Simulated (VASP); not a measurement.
Wanted: the native input for a VASP 6.6.1 run.

| Item | Value |
| --- | --- |
| Task | single point |
| Functional | PBEsol |
| Potentials or basis | VASP PAW PBE potentials, release 64 (Al, N) |
| Cutoff | 520 eV |
| k mesh | 1 × 1 × 1, shifted |
| Occupations | fermi-dirac, width 0.05 eV |
| Spin | no spin polarisation |
| Dipole correction | no |
| Further INCAR settings | LREAL = Auto; ALGO = Normal; EDIFF = 1e-06; NBANDS = 241; ISYM = 0 |

The structure of AlN (a cell with a defect) lies in POSCAR:

```
AlN
1.0
    9.3414480000      0.0000000000      0.0000000000
    0.0000000000     10.7865750000      0.0000000000
    0.0000000000      0.0000000000      9.9670570000
Al N
47 47
Direct
    0.1638550000      0.0803680000      0.2505230000
    0.1653600000      0.0828520000      0.7485130000
    0.9998590000      0.3348890000      0.2511250000
    0.9998690000      0.3337420000      0.7482150000
    0.4998650000      0.0820930000      0.2507620000
    0.4998660000      0.0822780000      0.7483760000
    0.3028160000      0.3170930000      0.2633620000
    0.3296910000      0.3309480000      0.7395460000
    0.1663830000      0.5840110000      0.2505620000
    0.1664120000      0.5836160000      0.7486830000
    0.9998510000      0.8317790000      0.2495940000
    0.9998590000      0.8325560000      0.7492500000
    0.8358420000      0.0803530000      0.2505010000
    0.8343560000      0.0828550000      0.7485010000
    0.6969050000      0.3170540000      0.2633840000
    0.6700930000      0.3309330000      0.7395090000
    0.4998310000      0.6161030000      0.2632370000
    0.4998560000      0.5874520000      0.7392950000
    0.3306250000      0.8365580000      0.2502500000
    0.3325870000      0.8341970000      0.7486770000
    0.8333580000      0.5840290000      0.2506090000
    0.8333230000      0.5836110000      0.7486820000
    0.6690800000      0.8365580000      0.2502380000
    0.6671330000      0.8342000000      0.7486860000
    0.9998650000      0.1687240000      0.4979810000
    0.9998830000      0.1673190000      0.9980200000
    0.3337330000      0.1656530000      0.4989950000
    0.3329410000      0.1657770000      0.9967370000
    0.1685900000      0.4177270000      0.4993500000
    0.1667920000      0.4167720000      0.9963130000
    0.9999100000      0.6661690000      0.4994310000
    0.9998860000      0.6661380000      0.9985460000
    0.6660010000      0.1656610000      0.4989770000
    0.6668480000      0.1657680000      0.9967500000
    0.4999110000      0.4167550000      0.9255560000
    0.3326190000      0.6669190000      0.4991270000
    0.3329690000      0.6673130000      0.9967560000
    0.1647980000      0.9165140000      0.5000570000
    0.1658100000      0.9165140000      0.9975370000
    0.8311790000      0.4177590000      0.4993380000
    0.8329940000      0.4167590000      0.9963490000
    0.6671730000      0.6669200000      0.4991430000
    0.6668080000      0.6673010000      0.9967480000
    0.4998790000      0.9149940000      0.4985520000
    0.4998900000      0.9162950000      0.9983200000
    0.8349720000      0.9165140000      0.5000490000
    0.8339680000      0.9165110000      0.9975290000
    0.9998540000      0.1682650000      0.1901870000
    0.9998660000      0.1673740000      0.6894960000
    0.3331870000      0.1635800000      0.1876330000
    0.3326710000      0.1636520000      0.6897170000
    0.1663150000      0.4183580000      0.1871410000
    0.1649800000      0.4177730000      0.6898960000
    0.9998680000      0.6657200000      0.1894130000
    0.9998620000      0.6665310000      0.6902020000
    0.6665340000      0.1635840000      0.1876400000
    0.6670560000      0.1636410000      0.6896720000
    0.4998840000      0.4167500000      0.7320570000
    0.3307600000      0.6682410000      0.1874320000
    0.3308970000      0.6685140000      0.6896760000
    0.1647310000      0.9161720000      0.1884040000
    0.1654210000      0.9164780000      0.6907270000
    0.8333960000      0.4183670000      0.1872110000
    0.8348030000      0.4177880000      0.6898560000
    0.6689690000      0.6682240000      0.1874300000
    0.6688210000      0.6685250000      0.6896800000
    0.4998660000      0.9156950000      0.1899070000
    0.4998680000      0.9158260000      0.6897350000
    0.8350000000      0.9161910000      0.1884000000
    0.8343030000      0.9164890000      0.6907220000
    0.1645700000      0.0811290000      0.4399570000
    0.1655540000      0.0829100000      0.9396980000
    0.9997730000      0.3360820000      0.4400860000
    0.9998730000      0.3336650000      0.9394920000
    0.4998460000      0.0812010000      0.4396880000
    0.4998800000      0.0827560000      0.9395810000
    0.3187820000      0.3249220000      0.4390090000
    0.3286150000      0.3303730000      0.9403570000
    0.1659800000      0.5842270000      0.4395610000
    0.1666460000      0.5834420000      0.9396020000
    0.9998750000      0.8320750000      0.4398090000
    0.9998800000      0.8324070000      0.9398600000
    0.8351330000      0.0811390000      0.4399390000
    0.8341980000      0.0828930000      0.9396770000
    0.6808400000      0.3249940000      0.4390010000
    0.6711820000      0.3303420000      0.9403470000
    0.4998970000      0.6001260000      0.4389850000
    0.4998790000      0.5885310000      0.9402080000
    0.3303570000      0.8355710000      0.4398990000
    0.3327660000      0.8342150000      0.9396650000
    0.8338340000      0.5842890000      0.4396090000
    0.8331030000      0.5834230000      0.9396010000
    0.6693900000      0.8355560000      0.4398860000
    0.6669890000      0.8342040000      0.9396710000
```

The input as run:

INCAR

```
PREC = Accurate
ENCUT = 520
EDIFF = 1E-6
ISMEAR = -1
SIGMA = 0.05
LREAL = Auto
LASPH = True
NELM = 100
ALGO = Normal
ISIF = 2
LWAVE = False
LCHARG = False
GGA = PS
NBANDS = 241
ISYM = 0
```

KPOINTS

```
Automatic mesh
0
Gamma
  1 1 1
  0.25 0.25 0.25
```

Potentials or basis: VASP PAW PBE potentials, release 64 (Al, N).

Command:

```console
$ cat potpaw_PBE.64/Al/POTCAR potpaw_PBE.64/N/POTCAR > POTCAR
$ mpirun -np 1 vasp_std > vasp.out
```

Results of the run:

* Pressure: 2.3 GPa
* Largest force: 0.049 eV/Å
* Band gap on the k mesh: 1.17 eV

Caveat: the PAW data sets were made with another functional, which shifts forces and pressure a little.

Wall time 31 min on 1 thread of Intel(R) Xeon(R) Platinum 8259CL CPU @ 2.50GHz (Skylake/Cascade Lake) (shared host), peak memory 1.2 GiB.
